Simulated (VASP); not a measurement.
A run of VASP 6.6.1 is set up as follows.

INCAR

```
SYSTEM = H2C7
ALGO = Normal
DIPOL = 0.5 0.5 0.348
EDIFF = 1E-7
ENCUT = 520
IDIPOL = 3
ISIF = 2
ISMEAR = 0
LASPH = .TRUE.
LCHARG = .FALSE.
LDIPOL = .TRUE.
LREAL = Auto
LWAVE = .FALSE.
NBANDS = 84
NELM = 60
PREC = Accurate
SIGMA = 0.05
```

File KPOINTS:

```
k-points
0
G
  5 5 1
  0 0 0
```

Contents of POSCAR:

```
H2C7
1.0
    4.9946309939      0.0000000000      0.0000000000
    0.0000000000      4.9946309939      0.0000000000
    0.0000000000      0.0000000000     18.8000119722
C H
28 8
Direct
    0.5000000000      0.5000000000      0.2474682362
    0.5000000000      0.0000000000      0.2474682362
    0.0000000000      0.5000000000      0.2474682362
    0.0000000000      0.0000000000      0.2474682362
    0.7500000000      0.5000000000      0.2944328000
    0.7500000000      0.0000000000      0.2944328000
    0.2500000000      0.5000000000      0.2944328000
    0.2500000000      0.0000000000      0.2944328000
    0.7500000000      0.7500000000      0.3413973638
    0.7500000000      0.2500000000      0.3413973638
    0.2500000000      0.7500000000      0.3413973638
    0.2500000000      0.2500000000      0.3413973638
   -0.0001029613      0.7500000000      0.3927831627
    0.0014539871      0.2500000000      0.3934879125
    0.4996901289      0.7500000000      0.3852758346
    0.4999237694      0.2500000000      0.3866519970
    0.0006918653     -0.0038905815      0.4438242766
    0.0006918653      0.5038905815      0.4438242766
    0.4982877403     -0.0081249043      0.4310301736
    0.4982877403      0.5081249043      0.4310301736
    0.2677769181     -0.0072682140      0.4882471053
    0.2677769181      0.5072682140      0.4882471053
    0.7334030831     -0.0027463126      0.4866179850
    0.7334030831      0.5027463126      0.4866179850
    0.3653812838      0.2500000000      0.5129038757
    0.3614021669      0.7500000000      0.5428506651
    0.6383474794      0.2500000000      0.5206048490
    0.6351354933      0.7500000000      0.5237670586
    0.5000000000      0.6422371450      0.2068557463
    0.5000000000      0.3577628550      0.2068557463
    0.5000000000      0.1422371450      0.2068557463
    0.5000000000     -0.1422371450      0.2068557463
    0.0000000000      0.3578221913      0.2067996000
    0.0000000000      0.6421778087      0.2067996000
    0.0000000000     -0.1421778087      0.2067996000
    0.0000000000      0.1421778087      0.2067996000
```

Potentials or basis: VASP PAW LDA potentials, release 64 (C, H).

The run is started by

```sh
$ cat potpaw_LDA.64/C/POTCAR potpaw_LDA.64/H/POTCAR > POTCAR
$ mpirun -np 1 vasp_std > vasp.out
```

(1) Predict the largest force.

(2) What does it give for the band gap on the k mesh?

Answers

(1) 5.673 eV/Å.

(2) 0.88 eV (least direct gap 0.91 eV).
